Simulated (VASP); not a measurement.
# Ni (P6_3/mmc) in VASP: further runs

The runs below take Ni through single point, with LDA, PBE+D4, PBEsol.

Program: VASP 6.6.1. These are calculated values, not measurements. Logs are shortened: lines on timing, memory, paths and dates and some standing lists are left out, and cuts for length are marked.

## 1. The cell of the first run

It takes space group P6_3/mmc (No. 194, hexagonal). The conventional cell has a = 2.464 Å, b = 2.464 Å, c = 4.100 Å, α = 90.00°, β = 90.00°, γ = 120.00°. Ni (site symmetry -6m2) has 12 Ni at 2.46 to 2.50 Å within 3.3 Å.

## 2. Single point, LDA, collinear spin, ferromagnetic start (volume scaled by 1.02)

Contents of INCAR:

```
PREC = Accurate
ENCUT = 520
EDIFF = 1E-6
ISMEAR = -1
SIGMA = 0.05
LREAL = F
LASPH = T
NELM = 150
ALGO = Normal
ISIF = 2
LWAVE = F
LCHARG = F
ISPIN = 2
MAGMOM = 1 1
LORBIT = 11
LMAXMIX = 4
GGA = CA
NBANDS = 21
```

Contents of KPOINTS:

```
regular mesh
0
Gamma
  12 12 7
```

Contents of POSCAR:

```
Ni
1.0
    2.4642354424      0.0000000000      0.0000000000
   -1.2321177212      2.1340904941      0.0000000000
    0.0000000000      0.0000000000      4.0997805916
Ni
2
Direct
    0.6666666667      0.3333333333      0.7500000000
    0.3333333333      0.6666666667      0.2500000000
```

Potentials or basis: VASP PAW LDA potentials, release 64 (Ni).

On the command line:

```sh
cat potpaw_LDA.64/Ni/POTCAR > POTCAR
mpirun -np 1 vasp_std > vasp.out
```

OUTCAR:

```text
PREC = Accurate
   ENCUT = 520
   EDIFF = 1E-6
   ISMEAR = -1
   LREAL = F
   LASPH = T
   NELM = 150
   ISIF = 2
   ISPIN = 2
   LORBIT = 11
   GGA = CA

 ion  position               nearest neighbor table
   1  0.667  0.333  0.750-   2 2.50   2 2.50   2 2.50   2 2.50   2 2.50   2 2.50
   2  0.333  0.667  0.250-   1 2.50   1 2.50   1 2.50   1 2.50   1 2.50   1 2.50

  LATTYP: Found a hexagonal cell.
 ALAT       =     2.4642354424
 C/A-ratio  =     1.6637130207

  Lattice vectors:

 A1 = (   2.4642354424,   0.0000000000,   0.0000000000)
 A2 = (  -1.2321177212,   2.1340904941,   0.0000000000)
 A3 = (   0.0000000000,   0.0000000000,   4.0997805916)

Analysis of symmetry for initial positions (statically):
=====================================================================
 Subroutine PRICEL returns:
 Original cell was already a primitive cell.

 Routine SETGRP: Setting up the symmetry group for a
 hexagonal supercell.

 Subroutine GETGRP returns: Found 24 space group operations
 (whereof 12 operations were pure point group operations)
 out of a pool of 24 trial point group operations.

The static configuration has the point symmetry D_3d.
 The point group associated with its full space group is D_6h.

Analysis of symmetry for dynamics (positions and initial velocities):
=====================================================================
 Subroutine PRICEL returns:
 Original cell was already a primitive cell.

 Routine SETGRP: Setting up the symmetry group for a
 hexagonal supercell.

 Subroutine GETGRP returns: Found 24 space group operations
 (whereof 12 operations were pure point group operations)
 out of a pool of 24 trial point group operations.

The dynamic configuration has the point symmetry D_3d.
 The point group associated with its full space group is D_6h.

Analysis of structural, dynamic, and magnetic symmetry:
=====================================================================
 Subroutine PRICEL returns:
 Original cell was already a primitive cell.

 Routine SETGRP: Setting up the symmetry group for a
 hexagonal supercell.

 Subroutine GETGRP returns: Found 24 space group operations
 (whereof 12 operations were pure point group operations)
 out of a pool of 24 trial point group operations.

The overall configuration has the point symmetry D_3d.
 The point group associated with its full space group is D_6h.

 Subroutine INISYM returns: Found 24 space group operations
 (whereof 12 operations are pure point group operations),
 and found     1 'primitive' translations

----------------------------------------------------------------------------------------

                                     Primitive cell

  volume of cell :      21.5603

  direct lattice vectors                    reciprocal lattice vectors
     2.464235442  0.000000000  0.000000000     0.405805380  0.234291845  0.000000000
    -1.232117721  2.134090494  0.000000000     0.000000000  0.468583691  0.000000000
     0.000000000  0.000000000  4.099780592     0.000000000  0.000000000  0.243915492

  length of vectors
     2.464235442  2.464235442  4.099780592     0.468583691  0.468583691  0.243915492

  position of ions in fractional coordinates (direct lattice)
     0.666666667  0.333333333  0.750000000
     0.333333333  0.666666667  0.250000000

  ion indices of the primitive-cell ions
   primitive index   ion index
                 1           1
                 2           2

----------------------------------------------------------------------------------------

 KPOINTS: regular mesh

Automatic generation of k-mesh.
 Grid dimensions read from file:
 generate k-points for:   12   12    7

 Generating k-lattice:

  Cartesian coordinates                     Fractional coordinates (reciprocal lattice)
     0.033817115  0.019524320  0.000000000     0.083333333  0.000000000  0.000000000
     0.000000000  0.039048641  0.000000000     0.000000000  0.083333333  0.000000000
     0.000000000  0.000000000  0.034845070     0.000000000  0.000000000  0.142857143

  Length of vectors
     0.039048641  0.039048641  0.034845070

  Shift w.r.t. Gamma in fractional coordinates (k-lattice)
     0.000000000  0.000000000  0.000000000

 Subroutine IBZKPT returns following result:
 ===========================================

 Found     76 irreducible k-points:

 Following reciprocal coordinates:
            Coordinates               Weight
  0.000000  0.000000  0.000000      1.000000
  0.083333  0.000000  0.000000      6.000000
  0.166667  0.000000  0.000000      6.000000
  0.250000  0.000000  0.000000      6.000000
  0.333333  0.000000  0.000000      6.000000
  0.416667  0.000000  0.000000      6.000000
[... 16 lines left out ...]
  0.250000  0.000000  0.142857     12.000000
  0.333333  0.000000  0.142857     12.000000
 [... further k-points ...]
   k-points           NKPTS =     76   k-points in BZ     NKDIM =     76   number of bands    NBANDS=     21
   number of dos      NEDOS =    301   number of ions     NIONS =      2
   total plane-waves  NPLWV =   9720
   dimension x,y,z NGX =    18 NGY =   18 NGZ =   30
   dimension x,y,z NGXF=    36 NGYF=   36 NGZF=   60
   ions per type =               2
   NGX,Y,Z   is equivalent  to a cutoff of  12.14, 12.14, 12.16 a.u.
   NGXF,Y,Z  is equivalent  to a cutoff of  24.29, 24.29, 24.33 a.u.
 SYSTEM =  unknown system
   PREC   = accura    normal or accurate (medium, high low for compatibility)
   ISTART =      0    job   : 0-new  1-cont  2-samecut
   ICHARG =      2    charge: 1-file 2-atom 10-const
   ISPIN  =      2    spin polarized calculation?
   LNONCOLLINEAR =      F non collinear calculations
   LSORBIT =      F    spin-orbit coupling
   LASPH  =      T    aspherical Exc in radial PAW
   ENCUT  =  520.0 eV  38.22 Ry    6.18 a.u.   4.58  4.58  7.62*2*pi/ulx,y,z
   NELM   =    150;   NELMIN=  2; NELMDL= -5     # of ELM steps
   EDIFF  = 0.1E-05   stopping-criterion for ELM
   LREAL  =      F    real-space projection
   EDIFFG = 0.1E-04   stopping-criterion for IOM
   NSW    =      0    number of steps for IOM
   IBRION =     -1    ionic relax: 0-MD 1-quasi-New 2-CG
   NFREE  =      0    steps in history (QN), initial steepest desc. (CG)
   ISIF   =      2    stress and relaxation
   ISYM   =      2    0-nonsym 1-usesym 2-fastsym
   POTIM  = 0.5000    time-step for ionic-motion
   TEBEG  =    0.0;   TEEND  =   0.0 temperature during run
   PSTRESS=    0.0 pullay stress
   NELECT =      20.0000    total number of electrons
   NUPDOWN=      -1.0000    fix difference up-down
   EMIN   =  10.00;   EMAX   =-10.00  energy-range for DOS
   EFERMI =   0.00;   METHOD = LEGACY
   ISMEAR =    -1;   SIGMA  =   0.05  broadening in eV -4-tet -1-fermi 0-gaus
   EFERMI_NEDOS =   21; number of points for ismear=-14 and -15
   IALGO  =     38    algorithm
   IMIX   =      4    mixing-type and parameters
     AMIX     =   0.40;   BMIX     =  1.00
     AMIX_MAG =   1.60;   BMIX_MAG =  1.00
  volume/ion in A,a.u.               =      10.78        72.75
  Fermi-wavevector in a.u.,A,eV,Ry     =   1.596613  3.017161 34.683598  2.549173
  Thomas-Fermi vector in A             =   2.694348
   LORBIT       =     11    0 simple, 1 ext, 2 COOP (PROOUT), +10 PAW based schemes
   GGA     = CA    functional components
   LHFCALC =     F    Hartree Fock is set to
   AEXX    =    0.0000 exact exchange contribution
   IVDW    =     0    specifies the selected vdW correction
   LEPSILON=     F    determine dielectric tensor
   LRPA    =     F    only Hartree local field effects (RPA)
 spin polarized calculation
  energy-cutoff  :      520.00
  volume of cell :       21.56
 maximum number of plane-waves:       596
   NGX =  9   NGY =  9   NGZ = 15

 number of electron      20.0000003 magnetization       1.1888305

 Free energy of the ion-electron system (eV)
  ---------------------------------------------------
  ext. energy  EPLUGINS =         0.00000000
  ---------------------------------------------------
  free energy    TOTEN  =       -13.04726428 eV

  energy without entropy =      -13.00968838  energy(sigma->0) =      -13.02847633

 E-fermi :   9.1749     XC(G=0): -13.6655

 val. band max:        9.1745335419   @ k =   0.0833   0.0000   0.1429
 cond. band min:       9.1758315218   @ k =   0.5000   0.0000   0.4286
 fundamental gap:      0.0012979800
 Fermi energy:         9.1749179081

 spin component 1

 k-point     1 :       0.0000    0.0000    0.0000
  band No.  band energies     occupation
      1       0.1098      1.00000
      2       4.3043      1.00000
      3       6.7319      1.00000
      4       6.8860      1.00000
      5       6.8860      1.00000
      6       7.1438      1.00000
[... 13 lines left out ...]
     20      35.5748      0.00000
     21      39.4533      0.00000
[... 529 lines left out ...]
 k-point    24 :       0.3333    0.0000    0.1429
  band No.  band energies     occupation
      1       3.5316      1.00000
      2       5.1477      1.00000
      3       5.5021      1.00000
      4       6.2414      1.00000
      5       6.8546      1.00000
      6       7.1073      1.00000
[... 13 lines left out ...]
     20      33.8428      0.00000
     21      36.9544      0.00000

 [... further k-points ...]

 spin component 2

 k-point     1 :       0.0000    0.0000    0.0000
  band No.  band energies     occupation
      1       0.1525      1.00000
      2       4.6600      1.00000
      3       7.3153      1.00000
      4       7.4617      1.00000
      5       7.4617      1.00000
      6       7.7341      1.00000
[... 13 lines left out ...]
     20      35.7069      0.00000
     21      39.5957      0.00000
[... 529 lines left out ...]
 k-point    24 :       0.3333    0.0000    0.1429
  band No.  band energies     occupation
      1       3.6519      1.00000
      2       5.5803      1.00000
      3       5.9195      1.00000
      4       6.7148      1.00000
      5       7.3863      1.00000
      6       7.6633      1.00000
[... 13 lines left out ...]
     20      33.9743      0.00000
     21      37.0591      0.00000

 [... further k-points ...]
[... 5 lines left out ...]
  --------------------------------------------------------------------------------------
  -------------------------------------------------------------------------------------
  Total       -1.8253772     -1.8253772     -2.2418438      0.0000000      0.0000000     -0.0000000
  in kB     -135.6461768   -135.6461768   -166.5943596      0.0000000      0.0000000     -0.0000000
  external PRESSURE =    -145.9622377 kB  Pullay stress =       0.0000000 kB

 VOLUME and BASIS-vectors are now :
 -----------------------------------------------------------------------------
  energy-cutoff  :      520.00
  volume of cell :       21.56
      direct lattice vectors                 reciprocal lattice vectors
     2.464235442  0.000000000  0.000000000     0.405805380  0.234291845  0.000000000
    -1.232117721  2.134090494  0.000000000     0.000000000  0.468583691  0.000000000
     0.000000000  0.000000000  4.099780592     0.000000000  0.000000000  0.243915492

 POSITION                                       TOTAL-FORCE (eV/Angst)
 -----------------------------------------------------------------------------------
      1.23212      0.71136      3.07484        -0.000000      0.000000      0.000000
     -0.00000      1.42273      1.02495         0.000000     -0.000000      0.000000
 -----------------------------------------------------------------------------------
    total drift:                               -0.000000      0.000000     -0.000000

  FREE ENERGIE OF THE ION-ELECTRON SYSTEM (eV)
  ---------------------------------------------------
  free  energy   TOTEN  =       -13.0472642767 eV

  energy  without entropy=      -13.0096883790  energy(sigma->0) =      -13.02847633

 total charge

# of ion       s       p       d       tot
------------------------------------------
    1        0.502   0.503   8.333   9.338
    2        0.502   0.503   8.333   9.338
--------------------------------------------------
tot          1.004   1.006  16.665  18.676

 magnetization (x)

# of ion       s       p       d       tot
------------------------------------------
    1       -0.004  -0.018   0.620   0.599
    2       -0.004  -0.018   0.620   0.599
--------------------------------------------------
tot         -0.008  -0.036   1.241   1.197
```

Wall time 30 s (1 thread of Intel Xeon 6975P-C (Granite Rapids), shared host); peak memory 0.16 GiB.

Results:

- Free energy: -13.0473 eV
- Pressure: -14.6 GPa
- Net moment: 1.19 μB per cell
- Site moments: Ni +0.60 μB
- Valence electrons inside the program's atomic spheres: Ni 9.34

Levels at points of the mesh, in eV from the Fermi level:
Spin up:
| k point | band 8 | band 9 | band 10 | band 11 | band 12 | band 13 | band 14 | band 15 |
| --- | --- | --- | --- | --- | --- | --- | --- | --- |
| (0.00, 0.00, 0.00) | -1.54 | -1.54 | -0.62 | -0.62 | -0.47 | 5.51 | 22.98 | 24.86 |
| (0.50, 0.00, 0.00) | -0.49 | -0.46 | -0.38 | 1.27 | 3.16 | 9.31 | 9.80 | 12.48 |
Spin down:
| k point | band 8 | band 9 | band 10 | band 11 | band 12 | band 13 |
| --- | --- | --- | --- | --- | --- | --- |
| (0.00, 0.00, 0.00) | -0.96 | -0.96 | -0.44 | -0.01 | -0.01 | 5.88 |
| (0.50, 0.00, 0.00) | 0.16 | 0.16 | 0.28 | 1.69 | 3.51 | 9.47 |

(Continued in part 2 of 2.)
